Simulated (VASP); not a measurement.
Here is a VASP 6.6.1 calculation.

The input INCAR:

```
ALGO = Normal
EDIFF = 1E-7
ENCUT = 520
GGA = PE
ISIF = 2
ISMEAR = 0
LASPH = T
LCHARG = F
LREAL = F
LWAVE = F
NBANDS = 26
NELM = 60
PREC = Accurate
SIGMA = 0.1
```

The input KPOINTS:

```
k-points
0
Gamma
  4 4 4
```

The input POSCAR:

```
Hf3B2
1.0
    4.2871524600      0.0000000000      0.0000000000
    0.0000000000      4.2871524600      0.0000000000
    0.0000000000      0.0000000000      4.0560034300
Hf B
3 2
Direct
    0.0000000000      0.5000000000      0.0570057300
    0.0000000000      0.0000000000      0.5000000000
    0.5000000000      0.0000000000      0.9429942700
    0.5000000000      0.5000000000      0.5000000000
    0.0000000000      0.0000000000      0.0000000000
```

Potentials or basis: VASP PAW PBE potentials, release 64 (Hf_pv, B).

Launch:

```sh
$ cat potpaw_PBE.64/Hf_pv/POTCAR potpaw_PBE.64/B/POTCAR > POTCAR
$ mpirun -np 1 vasp_std > vasp.out
```

Problem. Predict the largest force.

Solution. 2.308 eV/Å.

Problem. Estimate the pressure.

Solution. 28.0 GPa.

Problem. Predict the band gap on the k mesh.

Solution. Zero (bands 18 and 19 overlap by 1.94 eV).

Forces on the atoms (eV/Å):
```
Hf   0.000  0.000 -2.308
Hf   0.000  0.000  0.000
Hf   0.000  0.000  2.308
B    0.000  0.000  0.000
B    0.000  0.000  0.000
```

Caveat: the k points lie up to 0.39 Å⁻¹ apart, too coarse for converged energies and pressures of a metal; spin-orbit coupling is left out, which moves the levels of the heavy elements; forces of over 1 eV/Å act on the atoms, so gaps and moduli don't describe the material at rest.
